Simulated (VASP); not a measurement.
A run of VASP 6.6.1 is set up as follows.

Contents of INCAR:

```
ALGO     = Normal         # electronic algorithm
EDIFF    = 1E-6           # SCF threshold, eV
EDIFFG   = -0.01          # ionic threshold
ENCUT    = 600            # plane-wave cutoff, eV
GGA      = PE             # functional
IBRION   = 2              # ionic algorithm
ISIF     = 3              # what is computed and relaxed
ISMEAR   = 0              # smearing method
LASPH    = T              # aspherical terms in the spheres
LCHARG   = F              # write CHGCAR
LREAL    = F              # projectors in reciprocal space
LWAVE    = F              # write WAVECAR
NELM     = 80             # most SCF steps
NSW      = 100            # ionic steps
PREC     = Accurate       # precision mode
SIGMA    = 0.02           # smearing width, eV
```

The input KPOINTS:

```
k-points
0
Gamma
  6 6 6
```

Contents of POSCAR:

```
MgI2
1.0
    2.0512406750      1.1842843559      8.1098289429
   -2.0512406750      1.1842843559      8.1098289429
    0.0000000000     -2.3685687118      8.1098289429
Mg I
1 2
Direct
   -0.0000108561     -0.0000108561     -0.0000108561
    0.7426163309      0.7426163309      0.7426163309
    0.5906945252      0.5906945252      0.5906945252
```

Potentials or basis: VASP PAW PBE potentials, release 64 (Mg, I).

The run is started by

```console
$ cat potpaw_PBE.64/Mg/POTCAR potpaw_PBE.64/I/POTCAR > POTCAR
$ mpirun -np 1 vasp_std > vasp.out
```

**Question.** Estimate the band gap on the k mesh.

**Answer.** 2.78 eV (least direct gap 2.80 eV).

Final structure:
```cif
data_structure
_symmetry_space_group_name_H-M 'P 1'
_symmetry_Int_Tables_number 1
_cell_length_a 8.4486
_cell_length_b 8.4486
_cell_length_c 8.4486
_cell_angle_alpha 28.102
_cell_angle_beta 28.102
_cell_angle_gamma 28.102
_cell_volume 118.20
loop_
_atom_site_label
_atom_site_type_symbol
_atom_site_fract_x
_atom_site_fract_y
_atom_site_fract_z
_atom_site_occupancy
Mg1 Mg 0.99999 0.99999 0.99999 1
I1 I 0.74262 0.74262 0.74262 1
I2 I 0.59069 0.59069 0.59069 1
```

Caveat: the relaxation stopped at its first step, so nothing moved; spin-orbit coupling is left out, which moves the levels of the heavy elements. A k mesh can miss the band edges.
